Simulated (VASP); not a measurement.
Write the native input for VASP 6.6.1 that does the following.

- Task: single point
- Functional: PBE
- Dispersion: D3(BJ)
- Potentials or basis: VASP PAW PBE potentials, release 64 (B, N)
- Cutoff: 520 eV
- k mesh: 12 × 12 × 1
- Occupations: gaussian, width 0.05 eV
- Spin: collinear spin
- Starting moments: [0.0, 0.0, 0.0, 1.0, 0.0, 0.0, 0.0] μB
- Dipole correction: yes
- Further INCAR settings: ALGO = Normal; EDIFF = 1e-07; NBANDS = 26

The structure of B4N3 lies in POSCAR:

```
B4N3
1.0
    2.5061138139      0.0000000000      0.0000000000
   -1.2530569069      2.1703582276      0.0000000000
    0.0000000000      0.0000000000     25.5926876535
B N
4 3
Direct
    0.6666666667      0.3333333333      0.3321261180
    0.3333333333      0.6666666667      0.4620997192
    0.0000000000      0.0000000000      0.5919331793
    0.6666666667      0.3333333333      0.6671262023
    0.3333333333      0.6666666667      0.3322402186
    0.0000000000      0.0000000000      0.4621445630
    0.6666666667      0.3333333333      0.5920079011
```

The input as run:

INCAR

```
SYSTEM = B4N3
PREC     = Accurate       ! precision mode
ENCUT    = 520            ! plane-wave cutoff, eV
EDIFF    = 1E-7           ! SCF threshold, eV
ISMEAR   = 0              ! smearing method
SIGMA    = 0.05           ! smearing width, eV
LREAL    = .FALSE.        ! projectors in reciprocal space
LASPH    = .TRUE.         ! aspherical terms in the spheres
NELM     = 150            ! most SCF steps
ALGO     = Normal         ! electronic algorithm
ISIF     = 2              ! what is computed and relaxed
LWAVE    = .FALSE.        ! write WAVECAR
LCHARG   = .FALSE.        ! write CHGCAR
ISPIN    = 2              ! spin polarisation
MAGMOM   = 0 0 0 1 0 0 0  ! initial moments
LORBIT   = 11             ! projections on sites
LDIPOL   = .TRUE.       
IDIPOL   = 3            
DIPOL    = 0.5 0.5 0.491
GGA      = PE             ! functional
IVDW     = 12             ! dispersion correction
NBANDS   = 26             ! bands
```

KPOINTS

```
Automatic mesh
0
G
  12 12 1
  0 0 0
```

Potentials or basis: VASP PAW PBE potentials, release 64 (B, N).

Launch:

```sh
$ cat potpaw_PBE.64/B/POTCAR potpaw_PBE.64/N/POTCAR > POTCAR
$ mpirun -np 1 vasp_std > vasp.out
```

Results of the run:

The largest force is 0.641 eV/Å, the net moment is 0.00 μB per cell and the valence electrons inside the program's atomic spheres are B 2.17, 2.19, 1.42 (each value once); N 4.02. The dispersion energy per atom is -0.148 eV.

It took 5.1 min on 1 thread of Intel(R) Xeon(R) Platinum 8488C (Sapphire Rapids), with other jobs on the host, peak memory 0.38 GiB.
